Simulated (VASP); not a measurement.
Here is a VASP 6.6.1 calculation.

The input POSCAR:

```
C
1.0
    0.0000000000      1.7833700000      1.7833700000
    1.7833700000      0.0000000000      1.7833700000
    1.7833700000      1.7833700000      0.0000000000
C
2
Direct
    0.2500000000      0.2500000000      0.2500000000
    0.0000000000      0.0000000000      0.0000000000
```

INCAR.step1

```
SYSTEM = C
ALGO = Normal
EDIFF = 1E-5
ENCUT = 520
GGA = PE
ISIF = 2
ISMEAR = 1
LASPH = .True.
LREAL = .False.
LWAVE = .True.
NBANDS = 11
NELM = 100
PREC = Accurate
SIGMA = 0.15
```

Contents of INCAR.step2:

```
SYSTEM = C
ALGO = Normal
EDIFF = 1E-6
ENCUT = 520
GGA = PE
HFSCREEN = 0.2079
ISIF = 2
ISMEAR = 1
ISTART = 1
LASPH = .True.
LCHARG = .True.
LELF = .True.
LHFCALC = .True.
LREAL = .False.
LVHAR = .True.
LWAVE = .False.
NBANDS = 11
NELM = 100
PREC = Accurate
PRECFOCK = Normal
SIGMA = 0.15
```

Contents of KPOINTS:

```
k-points
0
Gamma
  7 7 7
  0 0 0
```

Potentials or basis: VASP PAW PBE potentials, release 64 (C).

Run with:

```bash
$ cat potpaw_PBE.64/C/POTCAR > POTCAR
$ cp INCAR.step1 INCAR
$ mpirun -np 1 vasp_std > vasp.out
$ cp INCAR.step2 INCAR
$ mpirun -np 1 vasp_std > vasp.out
```

Q: Estimate the pressure.

A: -7.3 GPa.

Q: Predict the band gap on the k mesh.

A: 5.40 eV, indirect (least direct gap 6.97 eV).

Caveat: the k points lie up to 0.44 Å⁻¹ apart; the PAW data sets were made with another functional, which shifts forces and pressure a little. A k mesh can miss the band edges.
